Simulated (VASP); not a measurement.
Input of a VASP 6.6.1 run:

The input INCAR:

```
ALGO = Normal
EDIFF = 1E-6
ENCUT = 520
GGA = PE
ISIF = 2
ISMEAR = 0
LASPH = T
LCHARG = F
LREAL = Auto
LWAVE = F
NBANDS = 84
NELECT = 130.0
NELM = 100
PREC = Accurate
SIGMA = 0.02
```

Contents of KPOINTS:

```
k-points
0
Gamma
  2 2 2
```

File POSCAR:

```
LiSi8O16
1.0
   -4.1337000000     -4.1337000000      0.0000000000
    4.1337000000     -4.1337000000      0.0000000000
    0.0000000000      0.0000000000      5.3034000000
Si O Li
8 16 1
Direct
    0.5059297966      0.5033710719      0.0084430743
    0.0054291555      0.4976518615      0.2549666252
    0.5059308852      0.5033765150      0.5014696233
   -0.0162834749      0.5147190169      0.7549598371
   -0.0056901807     -0.0026115828      0.0084472225
    0.4948085251      0.0031010959      0.2549660595
   -0.0056939304     -0.0026247672      0.5014722631
    0.5165249050     -0.0139625517      0.7549571973
    0.1961898541      0.4877601181     -0.0036297470
   -0.0051744200      0.1946480151      0.2549600256
    0.8051729685      0.5127414907      0.0112092243
    0.0158568595      0.8023350751      0.2549619112
    0.1962011031      0.4877604809      0.5135628088
   -0.0300233447      0.1955960762      0.7549637968
    0.8051746619      0.5127337494      0.4987085643
    0.0026181145      0.8077205651      0.7549658710
    0.6950633815     -0.0119937344      0.0112090357
    0.4843815468      0.6984234463      0.2549604028
    0.3040550838      0.0130044512     -0.0036248444
    0.5054041174      0.3061056680      0.2549547460
    0.6950642282     -0.0119849046      0.4987046046
    0.4976146068      0.6930363839      0.7549622883
    0.3040399642      0.0129994920      0.5135539465
    0.5302720323      0.3051661949      0.7549607799
    0.2501158768      0.2503948037      0.7549664366
```

Potentials or basis: VASP PAW PBE potentials, release 64 (Si, O, Li_sv).

Launch:

```bash
$ cat potpaw_PBE.64/Si/POTCAR potpaw_PBE.64/O/POTCAR potpaw_PBE.64/Li_sv/POTCAR > POTCAR
$ mpirun -np 1 vasp_std > vasp.out
```

(1) What does it give for the largest force?

## Answers

(1) 0.081 eV/Å.

Caveat: the k points lie up to 0.59 Å⁻¹ apart; the cell carries a net charge on a neutralising background, which shifts energy and pressure.
